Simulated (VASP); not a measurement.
Write the native input for VASP 6.6.1 that does the following.

```
Task                   : single point
Functional             : PBE
Potentials or basis    : VASP PAW PBE potentials, release 64 (Mn_pv, S)
Cutoff                 : 500 eV
k mesh                 : 10 × 10 × 10
Occupations            : gaussian, width 0.05 eV
Spin                   : collinear spin, ferromagnetic start
Starting moments       : [4.62, 0.0] μB
Dipole correction      : no
Further INCAR settings : ALGO = Normal; EDIFF = 1e-06; NBANDS = 20
```

The structure of MnS lies in POSCAR:

```
MnS
1.0
    0.0000000000      2.8223248431      2.8223248431
    2.8223248431      0.0000000000      2.8223248431
    2.8223248431      2.8223248431      0.0000000000
Mn S
1 1
Direct
    0.0000000000      0.0000000000      0.0000000000
    0.2500000000      0.2500000000      0.2500000000
```

The input as run:

INCAR

```
PREC = Accurate
ENCUT = 500
EDIFF = 1E-6
ISMEAR = 0
SIGMA = 0.05
LREAL = False
LASPH = True
NELM = 200
ALGO = Normal
ISIF = 2
LWAVE = False
LCHARG = False
ISPIN = 2
MAGMOM = 4.62 0
LORBIT = 11
LMAXMIX = 4
GGA = PE
NBANDS = 20
GGA_COMPAT = False
```

KPOINTS

```
Automatic mesh
0
Gamma
  10 10 10
```

Potentials or basis: VASP PAW PBE potentials, release 64 (Mn_pv, S).

Launch:

```console
$ cat potpaw_PBE.64/Mn_pv/POTCAR potpaw_PBE.64/S/POTCAR > POTCAR
$ mpirun -np 1 vasp_std > vasp.out
```

It gave:

```
Pressure                                              : 0.0 GPa
Band gap on the k mesh                                : zero (filled and empty bands overlap)
Net moment                                            : 4.97 μB per cell
Site moments                                          : Mn +4.37; S +0.09 μB
Valence electrons inside the program's atomic spheres : Mn 11.35; S 3.76
```

Caveat: a cell with one magnetic atom can't hold antiferromagnetic order, which such compounds often take; semilocal functionals often make such compounds metallic where correlation or magnetic order opens a gap, which also shifts bond lengths.

It took 52 s on 1 thread of AMD EPYC 9R14 (Zen 4), on a shared host, peak memory 0.19 GiB.
